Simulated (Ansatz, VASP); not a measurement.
## One calculation of MnO, two programs

Contents of INCAR:

```
SYSTEM = MnO
ALGO     = Normal         ! electronic algorithm
EDIFF    = 1E-6           ! SCF threshold, eV
ENCUT    = 700            ! plane-wave cutoff, eV
GGA      = CA             ! functional
GGA_COMPAT= .False.      
ISIF     = 2              ! what is computed and relaxed
ISMEAR   = 0              ! smearing method
ISPIN    = 2              ! spin polarisation
LASPH    = .True.         ! aspherical terms in the spheres
LCHARG   = .True.         ! write CHGCAR
LDAU     = .True.         ! DFT+U
LDAUJ    = 0.7 0        
LDAUL    = 2 -1           ! shell
LDAUPRINT= 1            
LDAUTYPE = 1            
LDAUU    = 4 0            ! U, eV
LELF     = .True.         ! ELF
LMAXMIX  = 4              ! l up to which the mixer works
LORBIT   = 11             ! projections on sites
LREAL    = .False.        ! projectors in reciprocal space
LVHAR    = .True.       
LWAVE    = .False.        ! write WAVECAR
MAGMOM   = 4.66 0.24      ! initial moments
NBANDS   = 22             ! bands
NELM     = 200            ! most SCF steps
PREC     = Accurate       ! precision mode
SIGMA    = 0.05           ! smearing width, eV
```

The input KPOINTS:

```
k-points
0
Gamma
  7 7 7
  0 0 0
```

POSCAR

```
MnO
1.0
    0.0000000000      2.2220003300      2.2220003300
    2.2220003300      0.0000000000      2.2220003300
    2.2220003300      2.2220003300      0.0000000000
Mn O
1 1
Direct
    0.0000000000      0.0000000000      0.0000000000
    0.5000000000      0.5000000000      0.5000000000
```

Input for Ansatz:

```yaml
crystal:
  lattice:
    - [0.0, 2.22200033, 2.22200033]
    - [2.22200033, 0.0, 2.22200033]
    - [2.22200033, 2.22200033, 0.0]
  atoms:
    - { symbol: Mn, position: [0.0, 0.0, 0.0], spin: 5.0 }
    - { symbol: O, position: [0.5, 0.5, 0.5] }
basis:
  ecutwfc: 420
  ecutrho_ratio: 4
kpoints:
  mp_grid: { grid: [7, 7, 7] }
hamiltonian:
  xc: lda
  hubbard:
    sites:
      - { site: 0, l: d, u: 4.0, j: 0.7, starting_ns: [{ spin: up, occupation_matrix: s0up }, { spin: down, occupation_matrix: s0down }] }
    occupation_matrices:
      s0up:
        matrix:
          - [0.97, 0.0, 0.0, 0.0, 0.0]
          - [0.0, 0.97, 0.0, 0.0, 0.0]
          - [0.0, 0.0, 0.97, 0.0, 0.0]
          - [0.0, 0.0, 0.0, 0.97, 0.0]
          - [0.0, 0.0, 0.0, 0.0, 0.97]
      s0down:
        matrix:
          - [0.02, 0.0, 0.0, 0.0, 0.0]
          - [0.0, 0.02, 0.0, 0.0, 0.0]
          - [0.0, 0.0, 0.02, 0.0, 0.0]
          - [0.0, 0.0, 0.0, 0.02, 0.0]
          - [0.0, 0.0, 0.0, 0.0, 0.02]
    ns_hold: { iters: 12 }
scf:
  occupations: { method: gaussian, width: 0.05 }
  lower_state_search: "off"
  max_iter: 150
output:
  forces: true
  stress: true
  eigenvalues: true
  populations: true
  hubbard: { sites: [{ site: 0, l: d }] }
  write_density: true
  write_potential: true
  elf: true
  volumetric_format: npy
magnetization:
  spin_polarized: true
```

Alike in both runs: task single point; functional LDA; k mesh 7 × 7 × 7; occupations gaussian, width 0.05 eV; collinear spin; Hubbard terms Mn d U = 4.0 eV, J = 0.7 eV.

|  | VASP | Ansatz |
| --- | --- | --- |
| version | VASP 6.6.1 | Ansatz 0.2.0 |
| potentials or method | VASP PAW LDA potentials, release 64 (Mn_sv, O), cutoff 700 eV | scalar-relativistic, plane waves, PAW |
| valence electrons in the cell | 21 | 21 |

|  | VASP | Ansatz | Ansatz less VASP |
| --- | --- | --- | --- |
| gap on the k mesh at the Fermi level (eV) | 0.10 | 0.10 | +0.009 |
| least direct gap on the mesh (eV) | 2.61 | 2.60 | -0.008 |
| pressure (GPa) | -6.5 | -3.9 | +2.61 |
| net moment per atom (μB) | 2.50 | 2.50 | 0.000 |
| size of the moment on the site where the two differ most (μB) | 4.43 | 4.24 | -0.192 |

LDA's correlation is that of Perdew and Zunger in VASP and of Perdew and Wang (1992) in Ansatz. Site moments also hang on the region over which each program counts them. The programs project onto different local orbitals, so the same U acts differently, and such runs can settle in different states.
